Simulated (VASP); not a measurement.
Hf5Pb, 6 atoms in the cell. The structure is tetragonal, space group P4/mmm (No. 123). Conventional cell: a = 3.133 Å, b = 3.133 Å, c = 13.270 Å, α = 90.00°, β = 90.00°, γ = 90.00°. Within 4.0 Å of Hf (site symmetry 4mm) lie 12 Hf at 3.05 to 3.13 Å. Hf (site symmetry 4mm) has 8 Hf at 3.05 to 3.13 Å and 4 Pb at 3.22 Å within 4.0 Å. Within 4.1 Å of Hf (site symmetry 4/mmm) lie 12 Hf at 3.12 to 3.13 Å. Pb (site symmetry 4/mmm) has 4 Pb at 3.13 Å and 8 Hf at 3.22 Å within 4.1 Å. 

- Program: VASP 6.6.1
- Task: single point
- Functional: PBEsol
- Potentials or basis: VASP PAW PBE potentials, release 64 (Hf_pv, Pb_d)
- Cutoff: 520 eV
- k mesh: 7 × 7 × 2
- Occupations: gaussian, width 0.1 eV
- Spin: no spin polarisation
- Dipole correction: no
- Further INCAR settings: ALGO = Normal; EDIFF = 1e-07; NBANDS = 41

Potentials or basis: VASP PAW PBE potentials, release 64 (Hf_pv, Pb_d).

Run with:

```console
$ cat potpaw_PBE.64/Hf_pv/POTCAR potpaw_PBE.64/Pb_d/POTCAR > POTCAR
$ mpirun -np 1 vasp_std > vasp.out
```

Hardware: 1 thread of Intel(R) Xeon(R) Platinum 8488C (Sapphire Rapids) (shared host).

Problem. Estimate the wall time of this run.

Solution. It took 100 s on 1 thread of Intel(R) Xeon(R) Platinum 8488C (Sapphire Rapids), on a shared host, peak memory 0.27 GiB. Counts: scf iterations 24, k points 20.
